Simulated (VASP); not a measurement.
BN:

```xyz
2
Lattice="0.0000 1.7458 1.7458 1.7458 0.0000 1.7458 1.7458 1.7458 0.0000" Properties=species:S:1:pos:R:3 pbc="T T T"
B     0.0000    0.0000    0.0000
N     1.7458    1.7458    1.7458
```

Program: VASP 6.6.1. Alike in all runs: task single point; potentials or basis VASP PAW PBE potentials, release 64 (B, N); no spin polarisation; cell as given.

Order these runs on this cell by their band gap on the k mesh, lowest first.
A. level PBE-based screened hybrid; k mesh 6 × 6 × 6; cutoff (eV) 520; smearing gaussian 0.01 eV; grid for exact exchange (PRECFOCK) Normal; share of exact exchange 0.15; screening parameter 0.1 1/Å
B. level PBEsol; k mesh 8 × 8 × 8; cutoff (eV) 600; smearing gaussian 0.01 eV
C. level HSE06; k mesh 6 × 6 × 6; cutoff (eV) 520; smearing methfessel-paxton 0.2 eV; grid for exact exchange (PRECFOCK) Normal; screening parameter 0.2079 1/Å
D. level PBE; k mesh 4 × 4 × 4; cutoff (eV) 600; smearing gaussian 0.01 eV
E. level PBE-based screened hybrid; k mesh 6 × 6 × 6; cutoff (eV) 520; smearing gaussian 0.01 eV; grid for exact exchange (PRECFOCK) Normal; share of exact exchange 0.1; screening parameter 0.2078 1/Å

B (1.37 eV), E (1.56 eV), D (1.81 eV), A (1.98 eV), C (2.17 eV).

Caveats: some runs use coarse meshes.

A k mesh can miss the band edges.
